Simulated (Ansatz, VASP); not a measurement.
# Mo: VASP beside Ansatz

```
Mo
1.0
     0.00000    2.01110    2.01110
     2.01110    0.00000    2.01110
     2.01110    2.01110    0.00000
Mo
1
Cartesian
  0.0000 0.0000 0.0000
```

Alike in both runs: functional RPBE; k mesh 14 × 14 × 14; occupations fermi-dirac, width 0.1 eV; no spin polarisation.

Ansatz relaxed the structure, and its values are those at the end. VASP's run is a single point on that final structure, the one shown.

```csv
,VASP,Ansatz
version,VASP 6.6.1,Ansatz 0.2.0
potentials or method,"VASP PAW PBE potentials, release 64 (Mo_sv), cutoff 520 eV","plane waves (420 eV) with PAW, scalar-relativistic"
valence electrons in the cell,14,14
```

VASP gave:

| Property | Result |
| --- | --- |
| pressure (GPa) | 0.4 |

Q: What did Ansatz give for the same quantities?

A: Pressure (GPa): 0.0.

VASP's potentials were made for PBE, not for RPBE.
